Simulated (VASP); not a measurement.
Wanted: the native input for a VASP 6.6.1 run.

```
Task                   : single point
Functional             : r2SCAN
Potentials or basis    : VASP PAW PBE potentials, release 64 (K_sv, I)
Cutoff                 : 520 eV
k mesh                 : 4 × 4 × 4
Occupations            : gaussian, width 0.01 eV
Spin                   : no spin polarisation
Dipole correction      : no
Further INCAR settings : ALGO = Normal; EDIFF = 1e-07; NBANDS = 15
```

The system is KI.

```
K I
1.0
     4.29094    0.00000    0.00000
     0.00000    4.29094    0.00000
     0.00000    0.00000    4.29094
K I
1 1
Direct
  0.00000 0.00000 0.00000
  0.50000 0.50000 0.50000
```

One way to write it, as run:

POSCAR

```
KI
1.0
    4.2909401063      0.0000000000      0.0000000000
    0.0000000000      4.2909401063      0.0000000000
    0.0000000000      0.0000000000      4.2909401063
K I
1 1
Direct
    0.0000000000      0.0000000000      0.0000000000
    0.5000000000      0.5000000000      0.5000000000
```

INCAR.step1

```
PREC = Accurate
ENCUT = 520
ISMEAR = 0
SIGMA = 0.01
LREAL = False
LASPH = True
NELM = 100
NBANDS = 15
GGA = PE
ALGO = Normal
EDIFF = 1E-4
LWAVE = True
LCHARG = False
```

INCAR.step2

```
PREC = Accurate
ENCUT = 520
EDIFF = 1E-7
ISMEAR = 0
SIGMA = 0.01
LREAL = False
LASPH = True
NELM = 100
ALGO = Normal
ISIF = 2
LWAVE = False
LCHARG = True
METAGGA = R2SCAN
LMIXTAU = True
LELF = True
LVHAR = True
NBANDS = 15
ISTART = 1
```

KPOINTS

```
Automatic mesh
0
Gamma
  4 4 4
```

Potentials or basis: VASP PAW PBE potentials, release 64 (K_sv, I).

Command:

```sh
$ cat potpaw_PBE.64/K_sv/POTCAR potpaw_PBE.64/I/POTCAR > POTCAR
$ cp INCAR.step1 INCAR
$ mpirun -np 1 vasp_std > vasp.out
$ cp INCAR.step2 INCAR
$ mpirun -np 1 vasp_std > vasp.out
```

It gave:

| Property | Result |
| --- | --- |
| Pressure | 0.1 GPa |
| Band gap on the k mesh | 4.04 eV (least direct gap 4.41 eV) |

Caveat: the PAW data sets were made with another functional, which shifts forces and pressure a little; spin-orbit coupling is left out, which moves the levels of the heavy elements.

Wall time 36 s on 1 thread of AMD EPYC 7R13 Processor (Zen 3), on a shared host, peak memory 0.16 GiB.
